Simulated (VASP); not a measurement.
# V (I4/mmm) in VASP: a series of runs

The runs below take V through single point, with PBE.

All numbers are computed with VASP 6.6.1; they aren't measurements. Logs are shortened: lines on timing, memory, paths and dates and some standing lists are left out, and cuts for length are marked.

## Step 1: The cell of the first run

The structure is tetragonal, space group I4/mmm (No. 139). The conventional cell has a = 3.147 Å, b = 3.147 Å, c = 3.268 Å, α = 90.00°, β = 90.00°, γ = 90.00°. V (site symmetry 4/mmm) has 14 V at 2.76 to 3.27 Å within 3.6 Å.

## Step 2: Single point, PBE (strain +0.040 along x and y, +0.080 along z)

Input file INCAR:

```
SYSTEM = V
PREC = Accurate
ENCUT = 520
EDIFF = 1E-6
ISMEAR = 0
SIGMA = 0.15
LREAL = .FALSE.
LASPH = .TRUE.
NELM = 60
ALGO = Fast
ISIF = 2
LWAVE = .FALSE.
LCHARG = .FALSE.
GGA = PE
NBANDS = 12
```

Input file KPOINTS:

```
regular mesh
0
G
  22 22 22
  0 0 0
```

Input file POSCAR:

```
V
1.0
   -1.5735200000      1.5735200000      1.6340400000
    1.5735200000     -1.5735200000      1.6340400000
    1.5735200000      1.5735200000     -1.6340400000
V
1
Direct
    0.0000000000      0.0000000000      0.0000000000
```

Potentials or basis: VASP PAW PBE potentials, release 64 (V_sv).

Run with:

```
> cat potpaw_PBE.64/V_sv/POTCAR > POTCAR
> mpirun -np 1 vasp_std > vasp.out
```

OUTCAR:

```text
SYSTEM = V
   PREC = Accurate
   ENCUT = 520
   EDIFF = 1E-6
   ISMEAR = 0
   LREAL = .FALSE.
   LASPH = .TRUE.
   NELM = 60
   ISIF = 2
   GGA = PE

 ion  position               nearest neighbor table
   1  0.000  0.000  0.000-

  LATTYP: Found a body centered tetragonal cell.
 ALAT       =     3.1470400000
 C/A-ratio  =     1.0384615385

  Lattice vectors:

 A1 = (  -1.5735200000,   1.5735200000,   1.6340400000)
 A2 = (   1.5735200000,  -1.5735200000,   1.6340400000)
 A3 = (   1.5735200000,   1.5735200000,  -1.6340400000)

Analysis of symmetry for initial positions (statically):
=====================================================================
 Subroutine PRICEL returns:
 Original cell was already a primitive cell.

 Routine SETGRP: Setting up the symmetry group for a
 body centered tetragonal supercell.

 Subroutine GETGRP returns: Found 16 space group operations
 (whereof 16 operations were pure point group operations)
 out of a pool of 16 trial point group operations.

The static configuration has the point symmetry D_4h.

Analysis of symmetry for dynamics (positions and initial velocities):
=====================================================================
 Subroutine PRICEL returns:
 Original cell was already a primitive cell.

 Routine SETGRP: Setting up the symmetry group for a
 body centered tetragonal supercell.

 Subroutine GETGRP returns: Found 16 space group operations
 (whereof 16 operations were pure point group operations)
 out of a pool of 16 trial point group operations.

The dynamic configuration has the point symmetry D_4h.

 Subroutine INISYM returns: Found 16 space group operations
 (whereof 16 operations are pure point group operations),
 and found     1 'primitive' translations

----------------------------------------------------------------------------------------

                                     Primitive cell

  volume of cell :      16.1833

  direct lattice vectors                    reciprocal lattice vectors
    -1.573520000  1.573520000  1.634040000     0.000000000  0.317758910  0.305990061
     1.573520000 -1.573520000  1.634040000     0.317758910  0.000000000  0.305990061
     1.573520000  1.573520000 -1.634040000     0.317758910  0.317758910  0.000000000

  length of vectors
     2.760800084  2.760800084  2.760800084     0.441135628  0.441135628  0.449378960

  position of ions in fractional coordinates (direct lattice)
     0.000000000  0.000000000  0.000000000

  ion indices of the primitive-cell ions
   primitive index   ion index
                 1           1

----------------------------------------------------------------------------------------

 KPOINTS: regular mesh

Automatic generation of k-mesh.
 Grid dimensions read from file:
 generate k-points for:   22   22   22

 Generating k-lattice:

  Cartesian coordinates                     Fractional coordinates (reciprocal lattice)
     0.000000000  0.014443587  0.013908639     0.045454545  0.000000000  0.000000000
     0.014443587  0.000000000  0.013908639     0.000000000  0.045454545  0.000000000
     0.014443587  0.014443587  0.000000000     0.000000000  0.000000000  0.045454545

  Length of vectors
     0.020051619  0.020051619  0.020426316

  Shift w.r.t. Gamma in fractional coordinates (k-lattice)
     0.000000000  0.000000000  0.000000000

 Subroutine IBZKPT returns following result:
 ===========================================

 Found    834 irreducible k-points:

 Following reciprocal coordinates:
            Coordinates               Weight
  0.000000  0.000000  0.000000      1.000000
  0.045455  0.000000  0.000000      8.000000
  0.090909  0.000000  0.000000      8.000000
  0.136364  0.000000  0.000000      8.000000
  0.181818  0.000000  0.000000      8.000000
  0.227273  0.000000  0.000000      8.000000
[... 16 lines left out ...]
  0.500000  0.045455  0.000000     16.000000
 -0.454545  0.045455  0.000000     16.000000
 [... further k-points ...]
   k-points           NKPTS =    834   k-points in BZ     NKDIM =    834   number of bands    NBANDS=     12
   number of dos      NEDOS =    301   number of ions     NIONS =      1
   total plane-waves  NPLWV =  13824
   dimension x,y,z NGX =    24 NGY =   24 NGZ =   24
   dimension x,y,z NGXF=    48 NGYF=   48 NGZF=   48
   ions per type =               1
   NGX,Y,Z   is equivalent  to a cutoff of  14.45, 14.45, 14.45 a.u.
   NGXF,Y,Z  is equivalent  to a cutoff of  28.90, 28.90, 28.90 a.u.
 SYSTEM =  V
   PREC   = accura    normal or accurate (medium, high low for compatibility)
   ISTART =      0    job   : 0-new  1-cont  2-samecut
   ICHARG =      2    charge: 1-file 2-atom 10-const
   ISPIN  =      1    spin polarized calculation?
   LNONCOLLINEAR =      F non collinear calculations
   LSORBIT =      F    spin-orbit coupling
   LASPH  =      T    aspherical Exc in radial PAW
   ENCUT  =  520.0 eV  38.22 Ry    6.18 a.u.   5.13  5.13  5.13*2*pi/ulx,y,z
   NELM   =     60;   NELMIN=  2; NELMDL= -5     # of ELM steps
   EDIFF  = 0.1E-05   stopping-criterion for ELM
   LREAL  =      F    real-space projection
   EDIFFG = 0.1E-04   stopping-criterion for IOM
   NSW    =      0    number of steps for IOM
   IBRION =     -1    ionic relax: 0-MD 1-quasi-New 2-CG
   NFREE  =      0    steps in history (QN), initial steepest desc. (CG)
   ISIF   =      2    stress and relaxation
   ISYM   =      2    0-nonsym 1-usesym 2-fastsym
   POTIM  = 0.5000    time-step for ionic-motion
   TEBEG  =    0.0;   TEEND  =   0.0 temperature during run
   PSTRESS=    0.0 pullay stress
   NELECT =      13.0000    total number of electrons
   NUPDOWN=      -1.0000    fix difference up-down
   EMIN   =  10.00;   EMAX   =-10.00  energy-range for DOS
   EFERMI =   0.00;   METHOD = LEGACY
   ISMEAR =     0;   SIGMA  =   0.15  broadening in eV -4-tet -1-fermi 0-gaus
   EFERMI_NEDOS =   21; number of points for ismear=-14 and -15
   IALGO  =     68    algorithm
   IMIX   =      4    mixing-type and parameters
     AMIX     =   0.40;   BMIX     =  1.00
     AMIX_MAG =   1.60;   BMIX_MAG =  1.00
  volume/ion in A,a.u.               =      16.18       109.21
  Fermi-wavevector in a.u.,A,eV,Ry     =   1.521833  2.875847 31.510745  2.315974
  Thomas-Fermi vector in A             =   2.630494
   LORBIT       =      0    0 simple, 1 ext, 2 COOP (PROOUT), +10 PAW based schemes
   GGA     = PE    functional components
   LHFCALC =     F    Hartree Fock is set to
   AEXX    =    0.0000 exact exchange contribution
   IVDW    =     0    specifies the selected vdW correction
   LEPSILON=     F    determine dielectric tensor
   LRPA    =     F    only Hartree local field effects (RPA)
 non-spin polarized calculation
 RMM-DIIS sequential band-by-band and
 Gauss-broadening in eV      SIGMA  =   0.15
  energy-cutoff  :      520.00
  volume of cell :       16.18
 maximum number of plane-waves:       450
 NGX is ok and might be reduce to    24
   NGX = 11   NGY = 11   NGZ = 11

 number of electron      13.0000003 magnetization

 Free energy of the ion-electron system (eV)
  ---------------------------------------------------
  ext. energy  EPLUGINS =         0.00000000
  ---------------------------------------------------
  free energy    TOTEN  =        -8.77155036 eV

  energy without entropy =       -8.74621992  energy(sigma->0) =       -8.75888514

 E-fermi :   7.6038     XC(G=0): -11.9416

 val. band max:        7.6020016559   @ k =  -0.2727   0.1818   0.0455
 cond. band min:       7.6048455040   @ k =  -0.2727   0.1818   0.0000
 fundamental gap:      0.0028438481
 Fermi energy:         7.6038041006

 k-point     1 :       0.0000    0.0000    0.0000
  band No.  band energies     occupation
      1     -56.3683      2.00000
      2     -29.8919      2.00000
      3     -29.8919      2.00000
      4     -29.8911      2.00000
      5       1.4712      2.00000
      6       7.8790      0.00947
      7       7.8790      0.00947
      8       8.1081      0.00000
      9       9.4029      0.00000
     10       9.6567      0.00000
     11      26.2095      0.00000
     12      26.8786      0.00000

 k-point     2 :       0.0455    0.0000    0.0000
  band No.  band energies     occupation
      1     -56.3664      2.00000
      2     -29.9019      2.00000
      3     -29.8951      2.00000
      4     -29.8915      2.00000
      5       1.5415      2.00000
      6       7.8751      0.01053
      7       7.8861      0.00777
      8       8.1209      0.00000
      9       9.3816      0.00000
     10       9.6475      0.00000
     11      26.1081      0.00000
     12      26.7744      0.00000

 k-point     3 :       0.0909    0.0000    0.0000
  band No.  band energies     occupation
      1     -56.3610      2.00000
      2     -29.9320      2.00000
      3     -29.9043      2.00000
      4     -29.8914      2.00000
      5       1.7497      2.00000
      6       7.8577      0.01669
      7       7.8593      0.01601
      8       8.2083      0.00000
      9       9.3216      0.00000
     10       9.6299      0.00000
     11      25.6474      0.00000
     12      26.4725      0.00000
[... 286 lines left out ...]
 k-point    23 :       0.5000    0.0455    0.0000
  band No.  band energies     occupation
      1     -56.2759      2.00000
      2     -30.3817      2.00000
      3     -30.0488      2.00000
      4     -29.8941      2.00000
      5       5.0217      2.00000
      6       6.8684      2.00000
      7       8.4541      0.00000
      8       9.3807      0.00000
      9       9.8649      0.00000
     10      10.8775      0.00000
     11      15.6614      0.00000
     12      22.2241      0.00000

 k-point    24 :      -0.4545    0.0455    0.0000
  band No.  band energies     occupation
      1     -56.2795      2.00000
      2     -30.3632      2.00000
      3     -30.0424      2.00000
      4     -29.8944      2.00000
      5       4.9618      2.00000
      6       6.9078      2.00000
      7       8.1784      0.00000
      8       9.3759      0.00000
      9       9.8349      0.00000
     10      10.7152      0.00000
     11      16.2365      0.00000
     12      22.3923      0.00000

 [... further k-points ...]

------------------------ aborting loop because EDIFF is reached ----------------------------------------

  FORCE on cell =-STRESS in cart. coord.  units (eV):
  Direction    XX          YY          ZZ          XY          YZ          ZX
  --------------------------------------------------------------------------------------
  -------------------------------------------------------------------------------------
  Total       -2.2413848     -2.2413848     -2.5187789      0.0000000      0.0000000      0.0000000
  in kB     -221.9012745   -221.9012745   -249.3638048      0.0000000      0.0000000      0.0000000
  external PRESSURE =    -231.0554512 kB  Pullay stress =       0.0000000 kB

 VOLUME and BASIS-vectors are now :
 -----------------------------------------------------------------------------
  energy-cutoff  :      520.00
  volume of cell :       16.18
      direct lattice vectors                 reciprocal lattice vectors
    -1.573520000  1.573520000  1.634040000     0.000000000  0.317758910  0.305990061
     1.573520000 -1.573520000  1.634040000     0.317758910  0.000000000  0.305990061
     1.573520000  1.573520000 -1.634040000     0.317758910  0.317758910  0.000000000

 POSITION                                       TOTAL-FORCE (eV/Angst)
 -----------------------------------------------------------------------------------
      0.00000      0.00000      0.00000         0.000000      0.000000     -0.000000
 -----------------------------------------------------------------------------------
    total drift:                               -0.000000      0.000000      0.000000

  FREE ENERGIE OF THE ION-ELECTRON SYSTEM (eV)
  ---------------------------------------------------
  free  energy   TOTEN  =        -8.7715503570 eV

  energy  without entropy=       -8.7462199160  energy(sigma->0) =       -8.75888514
```

Wall time 6.2 min (1 thread of AMD EPYC 7R13, shared host); peak memory 0.24 GiB.

What came out:

* Free energy: -8.7716 eV
* Pressure: -23.1 GPa
* Band gap on the k mesh: zero (an odd number of electrons rules out a gap without spin polarisation)

Caveat: the cell differs from its parent crystal (strain +0.040 along x and y, +0.080 along z); the cell stands under tension.

## Step 3: Single point, PBE (strain +0.080 along x and y, +0.040 along z)

Input file INCAR:

```
  ALGO = Fast
  EDIFF = 1E-7
  ENCUT = 520
  GGA = PE
  ISIF = 2
  ISMEAR = 0
  LASPH = T
  LCHARG = F
  LREAL = F
  LWAVE = F
  NBANDS = 12
  NELM = 80
  PREC = Accurate
  SIGMA = 0.15
```

Input file KPOINTS:

```
k-points
0
Gamma
  22 22 22
```

Input file POSCAR:

```
V
1.0
   -1.6340400000      1.6340400000      1.5735200000
    1.6340400000     -1.6340400000      1.5735200000
    1.6340400000      1.6340400000     -1.5735200000
V
1
Direct
    0.0000000000      0.0000000000      0.0000000000
```

Potentials or basis: VASP PAW PBE potentials, release 64 (V_sv).

Run with:

```
> cat potpaw_PBE.64/V_sv/POTCAR > POTCAR
> mpirun -np 1 vasp_std > vasp.out
```

Run time: 7.9 min. Hardware: 1 thread of AMD EPYC 7R13, shared host; peak memory 0.24 GiB.

Results (log left out):

```yaml
Free_energy: -8.6766 eV
Pressure: -25.8 GPa
Band_gap_on_the_k_mesh: zero (an odd number of electrons rules out a gap without spin polarisation)
```

Stress tensor (GPa, compression positive):
```
-26.56   0.00   0.00
  0.00 -26.56   0.00
  0.00   0.00 -24.30
```

Levels at points of the mesh, in eV from the Fermi level:
```
           k point  band 5  band 6  band 7  band 8  band 9  band 10
(0.00, 0.00, 0.00)   -6.03    0.18    0.41    0.41    1.71     1.97
(0.50, 0.00, 0.00)   -2.51   -0.88    1.14    1.84    2.17     3.04
(0.50, 0.50, 0.00)   -2.52   -0.61    0.89    1.63    2.01     3.01
(0.50, 0.50, 0.50)   -2.17   -2.10    2.74    2.74    2.80     7.99
```

Caveat: the cell differs from its parent crystal (strain +0.080 along x and y, +0.040 along z); the cell stands under tension.
